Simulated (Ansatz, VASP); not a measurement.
**One calculation of CdS, two programs**

INCAR

```
PREC = Accurate ; ENCUT = 630
EDIFF = 1E-6 ; ISMEAR = -1
SIGMA = 0.05 ; LREAL = F
LASPH = T ; NELM = 120
ALGO = Normal ; ISIF = 2
LWAVE = F ; LCHARG = T
GGA = CA ; LELF = T
LVHAR = T ; NBANDS = 20
GGA_COMPAT = F
```

File KPOINTS:

```
Automatic mesh
0
Gamma
  14 14 14
```

The input POSCAR:

```
CdS
1.0
    0.0000000000      2.5583567417      2.5583567417
    2.5583567417      0.0000000000      2.5583567417
    2.5583567417      2.5583567417      0.0000000000
Cd S
1 1
Direct
    0.0000000000      0.0000000000      0.0000000000
    0.5000000000      0.5000000000      0.5000000000
```

Input for Ansatz:

```yaml
crystal:
  lattice:
    - [0.0, 2.5583567417, 2.5583567417]
    - [2.5583567417, 0.0, 2.5583567417]
    - [2.5583567417, 2.5583567417, 0.0]
  atoms:
    - { symbol: Cd, position: [0.0, 0.0, 0.0] }
    - { symbol: S, position: [0.5, 0.5, 0.5] }
kpoints:
  mp_grid: { grid: [14, 14, 14] }
scf:
  occupations: { method: fermi_dirac, width: 0.05 }
hamiltonian:
  xc: lda
  pseudopotentials: { kind: paw }
output:
  forces: true
  stress: true
  eigenvalues: true
  populations: true
```

Change from the starting cell: volume scaled by 0.88, PAW files.

Alike in both runs: task single point; functional LDA; k mesh 14 × 14 × 14; occupations fermi-dirac, width 0.05 eV; no spin polarisation.

|  | VASP | Ansatz |
| --- | --- | --- |
| version | VASP 6.6.1 | Ansatz 0.2.0 |
| potentials or method | VASP PAW LDA potentials, release 64 (Cd_sv_GW, S) | PAW with Ansatz's default frozen-core files, scalar-relativistic |
| plane-wave cutoff (eV) | 630 | 420 |
| valence electrons in the cell | 26 | 26 |

```tsv
	VASP	Ansatz	Ansatz less VASP
pressure (GPa)	16.0	16.0	-0.01
```

LDA's correlation is that of Perdew and Zunger in VASP and of Perdew and Wang (1992) in Ansatz.
